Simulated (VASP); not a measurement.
Here is a VASP 6.6.1 calculation.

File INCAR:

```
ALGO = Fast
EDIFF = 1E-6
ENCUT = 520
GGA = CA
ISIF = 2
ISMEAR = 0
LASPH = True
LCHARG = True
LELF = True
LREAL = False
LVHAR = True
LWAVE = False
NBANDS = 12
NELM = 60
PREC = Accurate
SIGMA = 0.15
```

File KPOINTS:

```
k-points
0
Gamma
  22 22 22
```

Contents of POSCAR:

```
In
1.0
   -1.5525436769      1.5525436769      2.7504863779
    1.5525436769     -1.5525436769      2.7504863779
    1.5525436769      1.5525436769     -2.7504863779
In
1
Direct
    0.0000000000      0.0000000000      0.0000000000
```

Potentials or basis: VASP PAW LDA potentials, release 64 (In_d).

Launch:

```console
$ cat potpaw_LDA.64/In_d/POTCAR > POTCAR
$ mpirun -np 1 vasp_std > vasp.out
```

(1) Estimate the band gap on the k mesh.

(2) Predict the pressure.

Results:

(1) zero (an odd number of electrons rules out a gap without spin polarisation).

(2) -2.6 GPa.

Caveat: spin-orbit coupling is left out, which moves the levels of the heavy elements.
